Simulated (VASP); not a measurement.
# Ba2Cu (P6/mmm) in VASP: further runs

Runs on Ba2Cu. Level: PBE. Tasks: single point, relaxation of cell and atoms.

Everything below comes from runs of VASP 6.6.1. Logs are shortened: lines on timing, memory, paths and dates and some standing lists are left out, and cuts for length are marked.

**1. The cell of the first run**

It takes space group P6/mmm (No. 191, hexagonal). The conventional cell has a = 5.116 Å, b = 5.116 Å, c = 3.598 Å, α = 90.00°, β = 90.00°, γ = 120.00°. Within 3.9 Å of Ba (site symmetry -6m2) lie 5 Ba at 2.95 to 3.60 Å and 6 Cu at 3.46 Å. Within 4.5 Å of Cu (site symmetry 6/mmm) lie 12 Ba at 3.46 Å and 2 Cu at 3.60 Å.

**2. Single point, PBE**

INCAR

```
SYSTEM = Ba2Cu
  PREC = Accurate
  ENCUT = 520
  EDIFF = 1E-6
  ISMEAR = 0
  SIGMA = 0.1
  LREAL = .False.
  LASPH = .True.
  NELM = 60
  ALGO = Fast
  ISIF = 2
  LWAVE = .False.
  LCHARG = .False.
  GGA = PE
  NBANDS = 22
```

KPOINTS

```
regular mesh
0
Gamma
  6 6 6
  0 0 0
```

POSCAR

```
Ba2Cu
1.0
    5.1157225153      0.0000000000      0.0000000000
   -2.5578612577      4.4303456571      0.0000000000
    0.0000000000      0.0000000000      3.5982160762
Ba Cu
2 1
Direct
    0.3333333333      0.6666666667      0.5000000000
    0.6666666667      0.3333333333      0.5000000000
    0.0000000000      0.0000000000      0.0000000000
```

Potentials or basis: VASP PAW PBE potentials, release 64 (Ba_sv, Cu).

Started as:

```bash
cat potpaw_PBE.64/Ba_sv/POTCAR potpaw_PBE.64/Cu/POTCAR > POTCAR
mpirun -np 1 vasp_std > vasp.out
```

OUTCAR:

```text
SYSTEM = Ba2Cu
   PREC = Accurate
   ENCUT = 520
   EDIFF = 1E-6
   ISMEAR = 0
   LREAL = .False.
   LASPH = .True.
   NELM = 60
   ISIF = 2
   GGA = PE

 ion  position               nearest neighbor table
   1  0.333  0.667  0.500-   2 2.95   2 2.95   2 2.95   3 3.46   3 3.46   3 3.46   3 3.46   3 3.46
                             3 3.46   2 4.66   2 4.66   2 4.66   2 4.66   2 4.66   2 4.66
   2  0.667  0.333  0.500-   1 2.95   1 2.95   1 2.95   3 3.46   3 3.46   3 3.46   3 3.46   3 3.46
                             3 3.46   1 4.66   1 4.66   1 4.66   1 4.66   1 4.66   1 4.66
   3  0.000  0.000  0.000-   1 3.46   2 3.46   1 3.46   2 3.46   2 3.46   2 3.46   1 3.46   1 3.46
                             2 3.46   2 3.46   1 3.46   1 3.46

  LATTYP: Found a hexagonal cell.
 ALAT       =     5.1157225153
 C/A-ratio  =     0.7033642004

  Lattice vectors:

 A1 = (   5.1157225153,   0.0000000000,   0.0000000000)
 A2 = (  -2.5578612577,   4.4303456571,   0.0000000000)
 A3 = (   0.0000000000,   0.0000000000,   3.5982160762)

Analysis of symmetry for initial positions (statically):
=====================================================================
 Subroutine PRICEL returns:
 Original cell was already a primitive cell.

 Routine SETGRP: Setting up the symmetry group for a
 hexagonal supercell.

 Subroutine GETGRP returns: Found 24 space group operations
 (whereof 24 operations were pure point group operations)
 out of a pool of 24 trial point group operations.

The static configuration has the point symmetry D_6h.

Analysis of symmetry for dynamics (positions and initial velocities):
=====================================================================
 Subroutine PRICEL returns:
 Original cell was already a primitive cell.

 Routine SETGRP: Setting up the symmetry group for a
 hexagonal supercell.

 Subroutine GETGRP returns: Found 24 space group operations
 (whereof 24 operations were pure point group operations)
 out of a pool of 24 trial point group operations.

The dynamic configuration has the point symmetry D_6h.

 Subroutine INISYM returns: Found 24 space group operations
 (whereof 24 operations are pure point group operations),
 and found     1 'primitive' translations

----------------------------------------------------------------------------------------

                                     Primitive cell

  volume of cell :      81.5515

  direct lattice vectors                    reciprocal lattice vectors
     5.115722515  0.000000000  0.000000000     0.195475810  0.112858011  0.000000000
    -2.557861258  4.430345657  0.000000000     0.000000000  0.225716022  0.000000000
     0.000000000  0.000000000  3.598216076     0.000000000  0.000000000  0.277915494

  length of vectors
     5.115722515  5.115722515  3.598216076     0.225716023  0.225716022  0.277915494

  position of ions in fractional coordinates (direct lattice)
     0.333333333  0.666666667  0.500000000
     0.666666667  0.333333333  0.500000000
     0.000000000  0.000000000  0.000000000

  ion indices of the primitive-cell ions
   primitive index   ion index
                 1           1
                 2           2
                 3           3

----------------------------------------------------------------------------------------

 KPOINTS: regular mesh

Automatic generation of k-mesh.
 Grid dimensions read from file:
 generate k-points for:    6    6    6

 Generating k-lattice:

  Cartesian coordinates                     Fractional coordinates (reciprocal lattice)
     0.032579302  0.018809669  0.000000000     0.166666667  0.000000000  0.000000000
     0.000000000  0.037619337  0.000000000     0.000000000  0.166666667  0.000000000
     0.000000000  0.000000000  0.046319249     0.000000000  0.000000000  0.166666667

  Length of vectors
     0.037619337  0.037619337  0.046319249

  Shift w.r.t. Gamma in fractional coordinates (k-lattice)
     0.000000000  0.000000000  0.000000000

 Subroutine IBZKPT returns following result:
 ===========================================

 Found     28 irreducible k-points:

 Following reciprocal coordinates:
            Coordinates               Weight
  0.000000  0.000000  0.000000      1.000000
  0.166667  0.000000  0.000000      6.000000
  0.333333  0.000000  0.000000      6.000000
  0.500000 -0.000000  0.000000      3.000000
  0.166667  0.166667  0.000000      6.000000
  0.333333  0.166667  0.000000     12.000000
[... 16 lines left out ...]
  0.166667  0.000000  0.500000      6.000000
  0.333333  0.000000  0.500000      6.000000
 [... further k-points ...]
   k-points           NKPTS =     28   k-points in BZ     NKDIM =     28   number of bands    NBANDS=     22
   number of dos      NEDOS =    301   number of ions     NIONS =      3
   total plane-waves  NPLWV =  44800
   dimension x,y,z NGX =    40 NGY =   40 NGZ =   28
   dimension x,y,z NGXF=    80 NGYF=   80 NGZF=   56
   ions per type =               2   1
[... 40 lines left out ...]
   IVDW    =     0    specifies the selected vdW correction
   LEPSILON=     F    determine dielectric tensor
   LRPA    =     F    only Hartree local field effects (RPA)
 non-spin polarized calculation
 RMM-DIIS sequential band-by-band and
 Gauss-broadening in eV      SIGMA  =   0.10
  energy-cutoff  :      520.00
  volume of cell :       81.55
 maximum number of plane-waves:      2258
 NGX is ok and might be reduce to    40
   NGX = 19   NGY = 19   NGZ = 13

 number of electron      30.9999996 magnetization

 Free energy of the ion-electron system (eV)
  ---------------------------------------------------
  ext. energy  EPLUGINS =         0.00000000
  ---------------------------------------------------
  free energy    TOTEN  =        -5.15428773 eV

  energy without entropy =       -5.14421448  energy(sigma->0) =       -5.14925110

 E-fermi :   4.5604     XC(G=0): -10.0446

 val. band max:        4.5128640135   @ k =   0.3333   0.3333   0.5000
 cond. band min:       4.6259285106   @ k =   0.3333   0.1667   0.0000
 fundamental gap:      0.1130644971
 Fermi energy:         4.5604088607

 k-point     1 :       0.0000    0.0000    0.0000
  band No.  band energies     occupation
      1     -24.7251      2.00000
      2     -23.2281      2.00000
      3     -11.0744      2.00000
      4     -11.0744      2.00000
      5      -8.9172      2.00000
      6      -8.0081      2.00000
[... 14 lines left out ...]
     21       9.0684      0.00000
     22       9.0684      0.00000

 k-point     2 :       0.1667    0.0000    0.0000
  band No.  band energies     occupation
      1     -24.6494      2.00000
      2     -23.3334      2.00000
      3     -11.1561      2.00000
      4     -10.9192      2.00000
      5      -8.8562      2.00000
      6      -8.1274      2.00000
[... 14 lines left out ...]
     21       8.7849      0.00000
     22       8.9268      0.00000

 k-point     3 :       0.3333    0.0000    0.0000
  band No.  band energies     occupation
      1     -24.4484      2.00000
      2     -23.5925      2.00000
      3     -11.3018      2.00000
      4     -10.5858      2.00000
      5      -8.6953      2.00000
      6      -8.3607      2.00000
[... 14 lines left out ...]
     21       8.0534      0.00000
     22       8.4739      0.00000

 k-point     4 :       0.5000   -0.0000    0.0000
  band No.  band energies     occupation
      1     -24.2804      2.00000
      2     -23.7889      2.00000
      3     -11.3675      2.00000
      4     -10.4034      2.00000
      5      -8.5625      2.00000
      6      -8.4792      2.00000
[... 14 lines left out ...]
     21       7.4194      0.00000
     22       8.3878      0.00000

 k-point     5 :       0.1667    0.1667    0.0000
  band No.  band energies     occupation
      1     -24.5083      2.00000
      2     -23.5182      2.00000
      3     -11.3097      2.00000
      4     -10.6026      2.00000
      5      -8.7430      2.00000
      6      -8.3821      2.00000
[... 417 lines left out ...]
 k-point    22 :       0.0000    0.0000    0.5000
  band No.  band energies     occupation
      1     -24.5553      2.00000
      2     -23.0774      2.00000
      3     -10.8653      2.00000
      4     -10.8653      2.00000
      5     -10.5379      2.00000
      6      -9.0302      2.00000
[... 14 lines left out ...]
     21       8.0301      0.00000
     22       9.7221      0.00000

 k-point    23 :       0.1667    0.0000    0.5000
  band No.  band energies     occupation
      1     -24.4807      2.00000
      2     -23.1811      2.00000
      3     -10.9440      2.00000
      4     -10.7094      2.00000
      5     -10.4577      2.00000
      6      -9.1335      2.00000
[... 14 lines left out ...]
     21       7.2815      0.00000
     22      10.0316      0.00000

 k-point    24 :       0.3333    0.0000    0.5000
  band No.  band energies     occupation
      1     -24.2822      2.00000
      2     -23.4367      2.00000
      3     -11.0846      2.00000
      4     -10.3615      2.00000
      5     -10.2461      2.00000
      6      -9.3895      2.00000
[... 14 lines left out ...]
     21       9.1538      0.00000
     22       9.6203      0.00000

 [... further k-points ...]
[... 5 lines left out ...]
  --------------------------------------------------------------------------------------
  -------------------------------------------------------------------------------------
  Total        8.1996119      8.1996119      1.3974859     -0.0000000      0.0000000      0.0000000
  in kB      161.0912852    161.0912852     27.4553001     -0.0000000      0.0000000      0.0000000
  external PRESSURE =     116.5459568 kB  Pullay stress =       0.0000000 kB

 VOLUME and BASIS-vectors are now :
 -----------------------------------------------------------------------------
  energy-cutoff  :      520.00
  volume of cell :       81.55
      direct lattice vectors                 reciprocal lattice vectors
     5.115722515  0.000000000  0.000000000     0.195475810  0.112858011  0.000000000
    -2.557861258  4.430345657  0.000000000     0.000000000  0.225716022  0.000000000
     0.000000000  0.000000000  3.598216076     0.000000000  0.000000000  0.277915494

 POSITION                                       TOTAL-FORCE (eV/Angst)
 -----------------------------------------------------------------------------------
     -0.00000      2.95356      1.79911        -0.000000      0.000000      0.000000
      2.55786      1.47678      1.79911         0.000000     -0.000000     -0.000000
      0.00000      0.00000      0.00000         0.000000     -0.000000     -0.000000
 -----------------------------------------------------------------------------------
    total drift:                                0.000000     -0.000000      0.000000

  FREE ENERGIE OF THE ION-ELECTRON SYSTEM (eV)
  ---------------------------------------------------
  free  energy   TOTEN  =        -5.1542877283 eV

  energy  without entropy=       -5.1442144805  energy(sigma->0) =       -5.14925110
```

It took 52 s on 1 thread of AMD EPYC 9R45 (Zen 5), shared host; peak memory 0.2 GiB.

Results:

```
Free energy : -5.1543 eV
Pressure    : 11.7 GPa
```

Levels at points of the mesh, in eV from the Fermi level:
| k point | band 14 | band 15 | band 16 | band 17 | band 18 | band 19 |
| --- | --- | --- | --- | --- | --- | --- |
| (0.00, 0.00, 0.00) | -2.44 | -0.38 | 1.01 | 1.01 | 2.38 | 3.13 |
| (0.50, 0.00, 0.00) | -2.39 | -1.19 | -0.10 | 0.77 | 1.88 | 2.09 |
| (0.00, 0.00, 0.50) | -0.99 | -0.64 | -0.11 | -0.11 | 1.16 | 1.16 |
| (0.50, 0.00, 0.50) | -1.92 | -1.83 | -0.96 | 1.13 | 1.36 | 3.54 |

Caveat: spin-orbit coupling is left out, which moves the levels of the heavy elements.

**3. Single point, PBE**

This run uses another cell than the first one, of 33.84 Å³/atom, 1.245 times its volume.

INCAR

```
SYSTEM = Ba2Cu
ALGO     = Fast           ! electronic algorithm
EDIFF    = 1E-6           ! SCF threshold, eV
ENCUT    = 520            ! plane-wave cutoff, eV
GGA      = PE             ! functional
ISIF     = 2              ! what is computed and relaxed
ISMEAR   = 0              ! smearing method
LASPH    = .TRUE.         ! aspherical terms in the spheres
LCHARG   = .TRUE.         ! write CHGCAR
LELF     = .TRUE.         ! ELF
LREAL    = .FALSE.        ! projectors in reciprocal space
LVHAR    = .TRUE.       
LWAVE    = .FALSE.        ! write WAVECAR
NBANDS   = 22             ! bands
NELM     = 60             ! most SCF steps
PREC     = Accurate       ! precision mode
SIGMA    = 0.1            ! smearing width, eV
```

KPOINTS

```
k-points
0
G
  6 6 6
  0 0 0
```

POSCAR

```
Ba2Cu
1.0
    5.7002557843      0.0000000000      0.0000000000
   -2.8501278922      4.9365663173      0.0000000000
    0.0000000000      0.0000000000      3.6075954286
Ba Cu
2 1
Direct
    0.3333333333      0.6666666667      0.5000000000
    0.6666666667      0.3333333333      0.5000000000
    0.0000000000      0.0000000000      0.0000000000
```

Potentials or basis: VASP PAW PBE potentials, release 64 (Ba_sv, Cu).

Started as:

```bash
cat potpaw_PBE.64/Ba_sv/POTCAR potpaw_PBE.64/Cu/POTCAR > POTCAR
mpirun -np 1 vasp_std > vasp.out
```

It took 68 s on 1 thread of AMD EPYC 9R45 (Zen 5), shared host; peak memory 0.22 GiB.

It converged, with:

```
Free energy : -6.0109 eV
Pressure    : 1.0 GPa
```

Stress tensor (GPa, compression positive):
```
1.19 0.00 0.00
0.00 1.19 0.00
0.00 0.00 0.62
```

Levels at points of the mesh, in eV from the Fermi level:
```csv
k point,band 12,band 13,band 14,band 15,band 16,band 17,band 18,band 19
"(0.00, 0.00, 0.00)",-2.05,-1.92,-1.92,-0.23,0.37,0.37,1.41,2.86
"(0.50, 0.00, 0.00)",-2.05,-1.93,-1.91,-1.18,0.11,0.33,0.95,1.35
"(0.00, 0.00, 0.50)",-2.14,-1.95,-0.79,-0.54,-0.22,-0.22,1.13,1.13
"(0.50, 0.00, 0.50)",-2.06,-2.03,-1.41,-1.37,-0.25,0.67,1.50,2.26
```

Caveat: spin-orbit coupling is left out, which moves the levels of the heavy elements.

**4. Relaxation of cell and atoms, PBE**

INCAR

```
PREC = Accurate
ENCUT = 600
EDIFF = 1E-6
ISMEAR = 0
SIGMA = 0.1
LREAL = F
LASPH = T
NELM = 60
ALGO = Fast
ISIF = 3
LWAVE = F
LCHARG = F
GGA = PE
IBRION = 2
NSW = 90
EDIFFG = -0.04
```

KPOINTS

```
regular mesh
0
Gamma
  6 6 6
```

POSCAR

```
Ba2Cu
1.0
    5.1157225153      0.0000000000      0.0000000000
   -2.5578612577      4.4303456571      0.0000000000
    0.0000000000      0.0000000000      3.5982160762
Ba Cu
2 1
Direct
    0.3333333333      0.6666666667      0.5000000000
    0.6666666667      0.3333333333      0.5000000000
    0.0000000000      0.0000000000      0.0000000000
```

Started as:

```bash
cat potpaw_PBE.64/Ba_sv/POTCAR potpaw_PBE.64/Cu/POTCAR > POTCAR
mpirun -np 1 vasp_std > vasp.out
```

Run time: 3.4 min. Hardware: 1 thread of AMD EPYC 9R45 (Zen 5), shared host; peak memory 0.23 GiB.

It converged, with:

```
Free energy                            : -6.0275 eV
Relaxed volume                         : 35.65 Å³/atom
Relaxed cell                           : a = 5.805 Å, b = 5.805 Å, c = 3.665 Å, α = 90.00°, β = 90.00°, γ = 120.00°
Space group after relaxing (to 0.05 Å) : P6/mmm (No. 191)
Energy gained by relaxing              : 291.0 meV/atom
Ionic steps                            : 4
Pressure after relaxing                : 0.0 GPa
```

Stress tensor (GPa, compression positive):
```
 0.13  0.00  0.00
 0.00  0.13  0.00
 0.00  0.00 -0.13
```

Step by step:
```csv
step,energy change (eV),largest force (eV/Å),pressure (GPa),volume (Å³)
1,0.0000,0.0000,11.60,81.55
2,-0.8716,0.0000,-0.05,106.69
3,-0.8722,0.0000,-0.02,107.28
4,-0.8729,0.0000,0.04,106.95
```

Final structure:
```
Ba Cu
1.0
     5.80483    0.00000    0.00000
    -2.90242    5.02713    0.00000
     0.00000    0.00000    3.66490
Ba Cu
2 1
Direct
  0.33333 0.66667 0.50000
  0.66667 0.33333 0.50000
  0.00000 0.00000 0.00000
```

Levels at points of the mesh, in eV from the Fermi level:
| k point | band 13 | band 14 | band 15 | band 16 | band 17 | band 18 |
| --- | --- | --- | --- | --- | --- | --- |
| (0.00, 0.00, 0.00) | -1.86 | -1.86 | -0.18 | 0.34 | 0.34 | 1.33 |
| (0.50, 0.00, 0.00) | -1.87 | -1.85 | -1.22 | 0.16 | 0.26 | 0.91 |
| (0.00, 0.00, 0.50) | -1.90 | -0.79 | -0.60 | -0.17 | -0.17 | 1.16 |
| (0.50, 0.00, 0.50) | -1.95 | -1.37 | -1.24 | -0.18 | 0.63 | 1.46 |

Caveat: the volume moved by over 15 % at a fixed basis, so the end points are rough; spin-orbit coupling is left out, which moves the levels of the heavy elements.

**5. Single point, PBE**

This run uses another cell than the first one, of 34.52 Å³/atom, 1.270 times its volume.

INCAR

```
SYSTEM = Ba2Cu
PREC     = Accurate       ! precision mode
ENCUT    = 520            ! plane-wave cutoff, eV
EDIFF    = 1E-6           ! SCF threshold, eV
ISMEAR   = 0              ! smearing method
SIGMA    = 0.1            ! smearing width, eV
LREAL    = .False.        ! projectors in reciprocal space
LASPH    = .True.         ! aspherical terms in the spheres
NELM     = 80             ! most SCF steps
ALGO     = Fast           ! electronic algorithm
ISIF     = 2              ! what is computed and relaxed
LWAVE    = .False.        ! write WAVECAR
LCHARG   = .False.        ! write CHGCAR
GGA      = PE             ! functional
NBANDS   = 22             ! bands
```

KPOINTS

```
regular mesh
0
Gamma
  12 12 14
  0 0 0
```

POSCAR

```
Ba2Cu
1.0
    5.7567595174      0.0000000000      0.0000000000
   -2.8783797587      4.9854999855      0.0000000000
    0.0000000000      0.0000000000      3.6081278868
Ba Cu
2 1
Direct
    0.3333333333      0.6666666667      0.5000000000
    0.6666666667      0.3333333333      0.5000000000
    0.0000000000      0.0000000000      0.0000000000
```

Started as:

```bash
cat potpaw_PBE.64/Ba_sv/POTCAR potpaw_PBE.64/Cu/POTCAR > POTCAR
mpirun -np 1 vasp_std > vasp.out
```

It took 8.1 min on 1 thread of AMD EPYC 9R45 (Zen 5), shared host; peak memory 0.47 GiB.

It converged, with:

```yaml
Free_energy: -6.0037 eV
Pressure: 0.7 GPa
```

Stress tensor (GPa, compression positive):
```
0.75 0.00 0.00
0.00 0.75 0.00
0.00 0.00 0.64
```

Levels at points of the mesh, in eV from the Fermi level:
```
           k point  band 13  band 14  band 15  band 16  band 17  band 18
(0.00, 0.00, 0.00)    -1.96    -1.96    -0.27     0.28     0.28     1.29
(0.50, 0.00, 0.00)    -1.96    -1.95    -1.24     0.07     0.24     0.85
(0.00, 0.00, 0.50)    -1.99    -0.83    -0.59    -0.28    -0.28     1.08
(0.50, 0.00, 0.50)    -2.06    -1.44    -1.38    -0.25     0.60     1.46
```

Caveat: spin-orbit coupling is left out, which moves the levels of the heavy elements.

**6. Overview**

| task | cell | k mesh | cutoff (eV) | gap on the mesh (eV) | pressure (GPa) |
| --- | --- | --- | --- | --- | --- |
| single point | a = 5.116, b = 5.116, c = 3.598 Å, angles 90.0, 90.0, 120.0°, 3 atoms | 6 × 6 × 6 | 520 | none | 11.7 |
| single point | a = 5.700, b = 5.700, c = 3.608 Å, angles 90.0, 90.0, 120.0°, 3 atoms | 6 × 6 × 6 | 520 | none | 1.0 |
| relaxation of cell and atoms | relaxed from a = 5.116, b = 5.116, c = 3.598 Å, angles 90.0, 90.0, 120.0°, 3 atoms | 6 × 6 × 6 | 600 | none | 0.0 |
| single point | a = 5.757, b = 5.757, c = 3.608 Å, angles 90.0, 90.0, 120.0°, 3 atoms | 12 × 12 × 14 | 520 | none | 0.7 |

Alike in all rows: level PBE; potentials or basis VASP PAW PBE potentials, release 64 (Ba_sv, Cu); no spin polarisation; smearing gaussian 0.1 eV.

Caveats: spin-orbit coupling is left out, which moves the levels of the heavy elements; the volume moved by over 15 % at a fixed basis, so the end points are rough (some runs).

Total energies depend on the potentials used, so only differences within one code and one set of settings carry meaning.
